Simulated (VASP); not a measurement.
Input of a VASP 6.6.1 run:

The input POSCAR:

```
Mo
1.0
   -1.5710000000      1.5710000000      1.6966800000
    1.5710000000     -1.5710000000      1.6966800000
    1.5710000000      1.5710000000     -1.6966800000
Mo
1
Direct
    0.0000000000      0.0000000000      0.0000000000
```

The input INCAR.step1:

```
SYSTEM = Mo
PREC     = Accurate       ! precision mode
ENCUT    = 520            ! plane-wave cutoff, eV
ISMEAR   = 0              ! smearing method
SIGMA    = 0.15           ! smearing width, eV
LREAL    = .False.        ! projectors in reciprocal space
LASPH    = .True.         ! aspherical terms in the spheres
NELM     = 80             ! most SCF steps
NBANDS   = 13             ! bands
GGA      = PE             ! functional
ALGO     = Normal         ! electronic algorithm
EDIFF    = 1E-4           ! SCF threshold, eV
LWAVE    = .True.         ! write WAVECAR
LCHARG   = .False.        ! write CHGCAR
```

File INCAR.step2:

```
SYSTEM = Mo
PREC     = Accurate       ! precision mode
ENCUT    = 520            ! plane-wave cutoff, eV
EDIFF    = 1E-6           ! SCF threshold, eV
ISMEAR   = 0              ! smearing method
SIGMA    = 0.15           ! smearing width, eV
LREAL    = .False.        ! projectors in reciprocal space
LASPH    = .True.         ! aspherical terms in the spheres
NELM     = 80             ! most SCF steps
ALGO     = Normal         ! electronic algorithm
ISIF     = 2              ! what is computed and relaxed
LWAVE    = .False.        ! write WAVECAR
LCHARG   = .False.        ! write CHGCAR
METAGGA  = R2SCAN         ! meta-GGA
LMIXTAU  = .True.       
NBANDS   = 13             ! bands
ISTART   = 1
```

The input KPOINTS:

```
Automatic mesh
0
Gamma
  22 22 22
  0 0 0
```

Potentials or basis: VASP PAW PBE potentials, release 64 (Mo_sv).

Command:

```bash
$ cat potpaw_PBE.64/Mo_sv/POTCAR > POTCAR
$ cp INCAR.step1 INCAR
$ mpirun -np 1 vasp_std > vasp.out
$ cp INCAR.step2 INCAR
$ mpirun -np 1 vasp_std > vasp.out
```

Estimate the band gap on the k mesh.

zero (bands 7 and 8 overlap by 4.59 eV).

Predict the pressure.

-14.7 GPa.

Stress tensor (GPa, compression positive):
```
 -8.08   0.00   0.00
  0.00  -8.08   0.00
  0.00   0.00 -27.84
```

Caveat: the cell differs from its parent crystal (strain +0.000 along x and y, +0.080 along z); the cell stands under tension; the PAW data sets were made with another functional, which shifts forces and pressure a little.
